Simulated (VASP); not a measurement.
Write the native input for VASP 6.6.1 that does the following.

```yaml
Task: single point
Functional: LDA
Potentials_or_basis: VASP PAW LDA potentials, release 64 (Hg)
Cutoff: 520 eV
k_mesh: 10 × 10 × 10
Occupations: methfessel-paxton, width 0.1 eV
Spin: no spin polarisation
Dipole_correction: no
Further_INCAR_settings: ALGO = Normal; EDIFF = 1e-06; NBANDS = 12
```

The structure of Hg lies in POSCAR:

```
Hg
1.0
    3.2739229575      0.0000000307      0.0000000524
   -1.0293416275      3.1078975764      0.0000000524
   -1.1222907075     -1.5539488624      2.6541058820
Hg
1
Direct
    0.5000000000      0.5000000000      0.0000000000
```

The input as run:

INCAR

```
SYSTEM = Hg
PREC     = Accurate       ! precision mode
ENCUT    = 520            ! plane-wave cutoff, eV
EDIFF    = 1E-6           ! SCF threshold, eV
ISMEAR   = 1              ! smearing method
SIGMA    = 0.1            ! smearing width, eV
LREAL    = .False.        ! projectors in reciprocal space
LASPH    = .True.         ! aspherical terms in the spheres
NELM     = 60             ! most SCF steps
ALGO     = Normal         ! electronic algorithm
ISIF     = 2              ! what is computed and relaxed
LWAVE    = .False.        ! write WAVECAR
LCHARG   = .True.         ! write CHGCAR
LELF     = .True.         ! ELF
LVHAR    = .True.       
NBANDS   = 12             ! bands
```

KPOINTS

```
regular mesh
0
Gamma
  10 10 10
  0 0 0
```

Potentials or basis: VASP PAW LDA potentials, release 64 (Hg).

Launch:

```console
$ cat potpaw_LDA.64/Hg/POTCAR > POTCAR
$ mpirun -np 1 vasp_std > vasp.out
```

It gave:

```
Pressure               : -4.1 GPa
Band gap on the k mesh : zero (bands 6 and 7 overlap by 3.19 eV)
```

Caveat: the cell stands under tension; spin-orbit coupling is left out, which moves the levels of the heavy elements.

It took 17 s on 1 thread of Intel Xeon 8259CL, with other jobs on the host, peak memory 0.15 GiB.
